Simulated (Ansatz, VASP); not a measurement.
# One calculation of Hg, two programs

Contents of INCAR:

```
SYSTEM = Hg
PREC     = Accurate       ! precision mode
ENCUT    = 520            ! plane-wave cutoff, eV
EDIFF    = 1E-6           ! SCF threshold, eV
ISMEAR   = -1             ! smearing method
SIGMA    = 0.1            ! smearing width, eV
LREAL    = .FALSE.        ! projectors in reciprocal space
LASPH    = .TRUE.         ! aspherical terms in the spheres
NELM     = 80             ! most SCF steps
ALGO     = Normal         ! electronic algorithm
ISIF     = 2              ! what is computed and relaxed
LWAVE    = .FALSE.        ! write WAVECAR
LCHARG   = .FALSE.        ! write CHGCAR
GGA      = PE             ! functional
NBANDS   = 12             ! bands
```

The input KPOINTS:

```
Automatic mesh
0
G
  13 13 12
  0 0 0
```

Contents of POSCAR:

```
Hg
1.0
    2.5685051485      0.0000000000      0.0000000000
   -1.2842525742      2.2243907083      0.0000000000
    0.0000000000      0.0000000000      2.4764406088
Hg
1
Direct
    0.0000000000      0.0000000000      0.0000000000
```

Input for Ansatz:

```yaml
crystal:
  lattice:
    - [2.5685051485, 0.0, 0.0]
    - [-1.2842525742, 2.2243907083, 0.0]
    - [0.0, 0.0, 2.4764406088]
  atoms:
    - { symbol: Hg, position: [0.0, 0.0, 0.0] }
kpoints:
  mp_grid: { grid: [13, 13, 12] }
scf:
  occupations: { method: fermi_dirac, width: 0.1 }
hamiltonian:
  xc: pbe
  pseudopotentials: { kind: all_electron, lapw: { basis_error: 0.001 } }
output:
  forces: true
  stress: true
  eigenvalues: true
  populations: true
```

Change from the starting cell: volume scaled by 0.5, LAPW.

Alike in both runs: task single point; functional PBE; k mesh 13 × 13 × 12; occupations fermi-dirac, width 0.1 eV; no spin polarisation.

|  | VASP | Ansatz |
| --- | --- | --- |
| version | VASP 6.6.1 | Ansatz 0.2.0 |
| potentials or method | VASP PAW PBE potentials, release 64 (Hg), cutoff 520 eV | all-electron LAPW, scalar-relativistic |

VASP gave:

| Item | Value |
| --- | --- |
| pressure (GPa) | 155.1 |
| traceless stress, the component that is largest in VASP (GPa) | 0.04 |

**Question.** Which values does Ansatz return?

**Answer.** Pressure (GPa): 147.9; traceless stress, the component that is largest in VASP (GPa): 0.12.

Both programs put the cell under a high pressure, so it lies far from rest at this level. Ansatz ran all-electron here, and VASP with PAW potentials.

Neither program's run includes spin-orbit coupling. Noted on VASP's run: the cell as given lies far from equilibrium.
